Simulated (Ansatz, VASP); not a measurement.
## One calculation of Ge, two programs

File INCAR:

```
  ALGO = Normal
  EDIFF = 1E-6
  ENCUT = 520
  GGA = CA
  GGA_COMPAT = F
  ISIF = 2
  ISMEAR = -1
  LASPH = T
  LCHARG = F
  LORBIT = 11
  LORBMOM = T
  LREAL = F
  LSORBIT = T
  LWAVE = F
  MAGMOM = 0 0 0
  NBANDS = 25
  NELM = 150
  PREC = Accurate
  SIGMA = 0.05
```

Contents of KPOINTS:

```
k-points
0
Gamma
  8 8 7
```

File POSCAR:

```
Ge
1.0
    1.3971490000     -2.6005160000      0.0000000000
    1.3971490000      2.6005160000      0.0000000000
    0.0000000000      0.0000000000      2.6982310000
Ge
1
Direct
    0.5000000000      0.5000000000      0.0000000000
```

File input.yaml:

```yaml
crystal:
  lattice:
    - [1.397149, -2.600516, 0.0]
    - [1.397149, 2.600516, 0.0]
    - [0.0, 0.0, 2.698231]
  atoms:
    - { symbol: Ge, position: [0.5, 0.5, 0.0] }
hamiltonian:
  xc: lda
  pseudopotentials: { kind: paw_fr }
magnetization:
  noncollinear: true
  spin_orbit: true
kpoints:
  mp_grid: { grid: [8, 8, 7] }
  band_path:
    path:
      - [[0.0, 0.0, 0.0], [0.3221616403, 0.3221616403, 0.0], [0.0, 0.5, 0.0], [0.0, 0.5, 0.5], [0.3221616403, 0.3221616403, 0.5], [0.0, 0.0, 0.5], [0.0, 0.0, 0.0], [-0.5, 0.5, 0.0], [-0.3221616403, 0.6778383597, 0.0], [-0.3221616403, 0.6778383597, 0.5], [-0.5, 0.5, 0.5], [-0.5, 0.5, 0.0]]
      - [[0.0, 0.0, 0.5], [-0.5, 0.5, 0.5]]
    npoints: 14
scf:
  occupations: { method: fermi_dirac, width: 0.05 }
  n_extra_bands: 6
output:
  forces: true
  stress: true
  eigenvalues: true
  fatbands: false
```

Alike in both runs: functional LDA; k mesh 8 × 8 × 7; occupations fermi-dirac, width 0.05 eV; non-collinear spin, spin-orbit coupling.

```csv
,VASP,Ansatz
version,VASP 6.6.1,Ansatz 0.2.0
potentials or method,"VASP PAW LDA potentials, release 64 (Ge_d)",Ansatz PAW
plane-wave cutoff (eV),520,420
valence electrons in the cell,14,14
task,single point,band structure
```

VASP gave:

| Property | Result |
| --- | --- |
| pressure (GPa) | -5.7 |
| traceless stress, the component that is largest in VASP (GPa) | -2.21 |
| net moment per atom (μB) | 0.00 |

Problem. What did Ansatz give for the same quantities?

Solution. Pressure (GPa): -5.7; traceless stress, the component that is largest in VASP (GPa): -2.19; net moment per atom (μB): 0.00.

LDA's correlation is that of Perdew and Zunger in VASP and of Perdew and Wang (1992) in Ansatz.
